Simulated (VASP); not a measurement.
# Al3Rh2 (Pn-3m) in VASP: further runs, part 2 of 2

VASP 6.6.1. Earlier steps stand in the parts before.

### 3 Single point, PBE

This run uses another cell than the first one, of 18.86 Å³/atom, 1.109 times its volume.

Contents of INCAR:

```
PREC = Accurate
ENCUT = 520
EDIFF = 1E-6
ISMEAR = 0
SIGMA = 0.1
LREAL = False
LASPH = True
NELM = 80
ALGO = Fast
ISIF = 2
LWAVE = False
LCHARG = False
GGA = PE
NBANDS = 50
```

Contents of KPOINTS:

```
regular mesh
0
Gamma
  4 4 4
```

Contents of POSCAR:

```
Al3Rh2
1.0
    5.7348228068      0.0000000000      0.0000000000
    0.0000000000      5.7348228068      0.0000000000
    0.0000000000      0.0000000000      5.7348228068
Al Rh
6 4
Direct
    0.0000000000      0.5000000000      0.5000000000
    0.0000000000      0.5000000000      0.0000000000
    0.5000000000      0.0000000000      0.5000000000
    0.0000000000      0.0000000000      0.5000000000
    0.5000000000      0.0000000000      0.0000000000
    0.5000000000      0.5000000000      0.0000000000
    0.2500000000      0.2500000000      0.2500000000
    0.2500000000      0.7500000000      0.7500000000
    0.7500000000      0.7500000000      0.2500000000
    0.7500000000      0.2500000000      0.7500000000
```

Potentials or basis: VASP PAW PBE potentials, release 64 (Al, Rh_pv).

On the command line:

```
$ cat potpaw_PBE.64/Al/POTCAR potpaw_PBE.64/Rh_pv/POTCAR > POTCAR
$ mpirun -np 1 vasp_std > vasp.out
```

OUTCAR:

```text
PREC = Accurate
   ENCUT = 520
   EDIFF = 1E-6
   ISMEAR = 0
   LREAL = False
   LASPH = True
   NELM = 80
   ISIF = 2
   GGA = PE

 ion  position               nearest neighbor table
   1  0.000  0.500  0.500-   7 2.48   8 2.48   9 2.48  10 2.48   2 2.87   4 2.87   2 2.87   4 2.87

   2  0.000  0.500  0.000-   7 2.48   8 2.48   9 2.48  10 2.48   1 2.87   6 2.87   1 2.87   6 2.87

   3  0.500  0.000  0.500-   7 2.48   8 2.48   9 2.48  10 2.48   4 2.87   5 2.87   5 2.87   4 2.87
[... 7 lines left out ...]
   7  0.250  0.250  0.250-   1 2.48   2 2.48   3 2.48   4 2.48   5 2.48   6 2.48
   8  0.250  0.750  0.750-   1 2.48   2 2.48   3 2.48   4 2.48   5 2.48   6 2.48
   9  0.750  0.750  0.250-   1 2.48   2 2.48   3 2.48   4 2.48   5 2.48   6 2.48
  10  0.750  0.250  0.750-   1 2.48   2 2.48   3 2.48   4 2.48   5 2.48   6 2.48

  LATTYP: Found a simple cubic cell.
 ALAT       =     5.7348228068

  Lattice vectors:

 A1 = (   5.7348228068,   0.0000000000,   0.0000000000)
 A2 = (   0.0000000000,   5.7348228068,   0.0000000000)
 A3 = (   0.0000000000,   0.0000000000,   5.7348228068)

Analysis of symmetry for initial positions (statically):
=====================================================================
 Subroutine PRICEL returns:
 Original cell was already a primitive cell.

 Routine SETGRP: Setting up the symmetry group for a
 simple cubic supercell.

 Subroutine GETGRP returns: Found 48 space group operations
 (whereof 24 operations were pure point group operations)
 out of a pool of 48 trial point group operations.

The static configuration has the point symmetry T_d .
 The point group associated with its full space group is O_h .

Analysis of symmetry for dynamics (positions and initial velocities):
=====================================================================
 Subroutine PRICEL returns:
 Original cell was already a primitive cell.

 Routine SETGRP: Setting up the symmetry group for a
 simple cubic supercell.

 Subroutine GETGRP returns: Found 48 space group operations
 (whereof 24 operations were pure point group operations)
 out of a pool of 48 trial point group operations.

The dynamic configuration has the point symmetry T_d .
 The point group associated with its full space group is O_h .

 Subroutine INISYM returns: Found 48 space group operations
 (whereof 24 operations are pure point group operations),
 and found     1 'primitive' translations

----------------------------------------------------------------------------------------

                                     Primitive cell

  volume of cell :     188.6080

  direct lattice vectors                    reciprocal lattice vectors
     5.734822807  0.000000000  0.000000000     0.174373304  0.000000000  0.000000000
     0.000000000  5.734822807  0.000000000     0.000000000  0.174373304  0.000000000
     0.000000000  0.000000000  5.734822807     0.000000000  0.000000000  0.174373304

  length of vectors
     5.734822807  5.734822807  5.734822807     0.174373304  0.174373304  0.174373304

[... 58 lines left out ...]
  0.500000  0.500000  0.000000      3.000000
  0.250000  0.250000  0.250000      8.000000
  0.500000  0.250000  0.250000     12.000000
  0.500000  0.500000  0.250000      6.000000
  0.500000  0.500000  0.500000      1.000000
   k-points           NKPTS =     10   k-points in BZ     NKDIM =     10   number of bands    NBANDS=     50
   number of dos      NEDOS =    301   number of ions     NIONS =     10
   total plane-waves  NPLWV = 110592
   dimension x,y,z NGX =    48 NGY =   48 NGZ =   48
   dimension x,y,z NGXF=    96 NGYF=   96 NGZF=   96
   ions per type =               6   4
   NGX,Y,Z   is equivalent  to a cutoff of  13.91, 13.91, 13.91 a.u.
   NGXF,Y,Z  is equivalent  to a cutoff of  27.83, 27.83, 27.83 a.u.
 SYSTEM =  unknown system
   PREC   = accura    normal or accurate (medium, high low for compatibility)
   ISTART =      0    job   : 0-new  1-cont  2-samecut
   ICHARG =      2    charge: 1-file 2-atom 10-const
   ISPIN  =      1    spin polarized calculation?
   LNONCOLLINEAR =      F non collinear calculations
   LSORBIT =      F    spin-orbit coupling
   LASPH  =      T    aspherical Exc in radial PAW
   ENCUT  =  520.0 eV  38.22 Ry    6.18 a.u.  10.66 10.66 10.66*2*pi/ulx,y,z
   NELM   =     80;   NELMIN=  2; NELMDL= -5     # of ELM steps
   EDIFF  = 0.1E-05   stopping-criterion for ELM
   LREAL  =      F    real-space projection
   EDIFFG = 0.1E-04   stopping-criterion for IOM
   NSW    =      0    number of steps for IOM
   IBRION =     -1    ionic relax: 0-MD 1-quasi-New 2-CG
   NFREE  =      0    steps in history (QN), initial steepest desc. (CG)
   ISIF   =      2    stress and relaxation
   ISYM   =      2    0-nonsym 1-usesym 2-fastsym
   POTIM  = 0.5000    time-step for ionic-motion
   TEBEG  =    0.0;   TEEND  =   0.0 temperature during run
   PSTRESS=    0.0 pullay stress
   NELECT =      78.0000    total number of electrons
   NUPDOWN=      -1.0000    fix difference up-down
   EMIN   =  10.00;   EMAX   =-10.00  energy-range for DOS
   EFERMI =   0.00;   METHOD = LEGACY
   ISMEAR =     0;   SIGMA  =   0.10  broadening in eV -4-tet -1-fermi 0-gaus
   EFERMI_NEDOS =   21; number of points for ismear=-14 and -15
   IALGO  =     68    algorithm
   IMIX   =      4    mixing-type and parameters
     AMIX     =   0.40;   BMIX     =  1.00
     AMIX_MAG =   1.60;   BMIX_MAG =  1.00
  volume/ion in A,a.u.               =      18.86       127.28
  Fermi-wavevector in a.u.,A,eV,Ry     =   1.219700  2.304899 20.240954  1.487668
  Thomas-Fermi vector in A             =   2.354943
   LORBIT       =      0    0 simple, 1 ext, 2 COOP (PROOUT), +10 PAW based schemes
   GGA     = PE    functional components
   LHFCALC =     F    Hartree Fock is set to
   AEXX    =    0.0000 exact exchange contribution
   IVDW    =     0    specifies the selected vdW correction
   LEPSILON=     F    determine dielectric tensor
   LRPA    =     F    only Hartree local field effects (RPA)
 non-spin polarized calculation
 RMM-DIIS sequential band-by-band and
 Gauss-broadening in eV      SIGMA  =   0.10
  energy-cutoff  :      520.00
  volume of cell :      188.61
 maximum number of plane-waves:      5112
 NGX is ok and might be reduce to    48
   NGX = 21   NGY = 21   NGZ = 21

 number of electron      78.0000006 magnetization

 Free energy of the ion-electron system (eV)
  ---------------------------------------------------
  ext. energy  EPLUGINS =         0.00000000
  ---------------------------------------------------
  free energy    TOTEN  =       -53.73414058 eV

  energy without entropy =      -53.68040916  energy(sigma->0) =      -53.70727487

 E-fermi :   6.1520     XC(G=0): -10.3093

 val. band max:        6.1464725572   @ k =   0.5000   0.5000   0.0000
 cond. band min:       6.1584467587   @ k =   0.5000   0.2500   0.2500
 fundamental gap:      0.0119742015
 Fermi energy:         6.1519613036

 k-point     1 :       0.0000    0.0000    0.0000
  band No.  band energies     occupation
      1     -39.6048      2.00000
      2     -39.6048      2.00000
      3     -39.6004      2.00000
      4     -39.6004      2.00000
      5     -39.6004      2.00000
      6     -39.5983      2.00000
[... 519 lines left out ...]
     49      12.2096      0.00000
     50      12.2991      0.00000

------------------------ aborting loop because EDIFF is reached ----------------------------------------

  FORCE on cell =-STRESS in cart. coord.  units (eV):
  Direction    XX          YY          ZZ          XY          YZ          ZX
  --------------------------------------------------------------------------------------
  -------------------------------------------------------------------------------------
  Total        0.4183295      0.4183295      0.4183295      0.0000000     -0.0000000      0.0000000
  in kB        3.5536040      3.5536040      3.5536040      0.0000000     -0.0000000      0.0000000
  external PRESSURE =       3.5536040 kB  Pullay stress =       0.0000000 kB

 VOLUME and BASIS-vectors are now :
 -----------------------------------------------------------------------------
  energy-cutoff  :      520.00
  volume of cell :      188.61
      direct lattice vectors                 reciprocal lattice vectors
     5.734822807  0.000000000  0.000000000     0.174373304  0.000000000  0.000000000
     0.000000000  5.734822807  0.000000000     0.000000000  0.174373304  0.000000000
     0.000000000  0.000000000  5.734822807     0.000000000  0.000000000  0.174373304

 POSITION                                       TOTAL-FORCE (eV/Angst)
 -----------------------------------------------------------------------------------
      0.00000      2.86741      2.86741         0.000000     -0.000000      0.000000
      0.00000      2.86741      0.00000         0.000000     -0.000000      0.000000
      2.86741      0.00000      2.86741         0.000000     -0.000000      0.000000
      0.00000      0.00000      2.86741         0.000000     -0.000000      0.000000
      2.86741      0.00000      0.00000         0.000000     -0.000000      0.000000
      2.86741      2.86741      0.00000         0.000000     -0.000000      0.000000
      1.43371      1.43371      1.43371         0.000000     -0.000000      0.000000
      1.43371      4.30112      4.30112        -0.000000     -0.000000     -0.000000
      4.30112      4.30112      1.43371        -0.000000      0.000000      0.000000
      4.30112      1.43371      4.30112         0.000000      0.000000     -0.000000
 -----------------------------------------------------------------------------------
    total drift:                                0.000000     -0.000000      0.000000

  FREE ENERGIE OF THE ION-ELECTRON SYSTEM (eV)
  ---------------------------------------------------
  free  energy   TOTEN  =       -53.7341405805 eV

  energy  without entropy=      -53.6804091643  energy(sigma->0) =      -53.70727487
```

Run time: 100 s. Hardware: 1 thread of Intel Xeon Platinum 8259CL at 2.50GHz (Skylake/Cascade Lake), shared host; peak memory 0.34 GiB.

Results:

* Free energy: -53.7341 eV
* Pressure: 0.4 GPa
* Band gap on the k mesh: zero (band 39 reaches 6.42 eV, above the bottom of band 40 at 5.75 eV)

Levels at points of the mesh, in eV from the Fermi level:
```
           k point  band 35  band 36  band 37  band 38  band 39  band 40  band 41  band 42  band 43  band 44
(0.00, 0.00, 0.00)    -1.25    -1.25    -0.86    -0.86    -0.86    -0.07    -0.07    -0.07     1.75     1.75
(0.50, 0.00, 0.00)    -1.39    -1.39    -0.36    -0.36    -0.13    -0.13     0.71     0.71     2.38     2.38
(0.50, 0.50, 0.00)    -1.09    -1.09    -0.01    -0.01     0.27     0.27     0.34     0.34     1.67     1.67
(0.50, 0.50, 0.50)    -1.48    -1.48    -1.48    -0.40    -0.40    -0.40     1.97     1.97     1.97     3.27
```
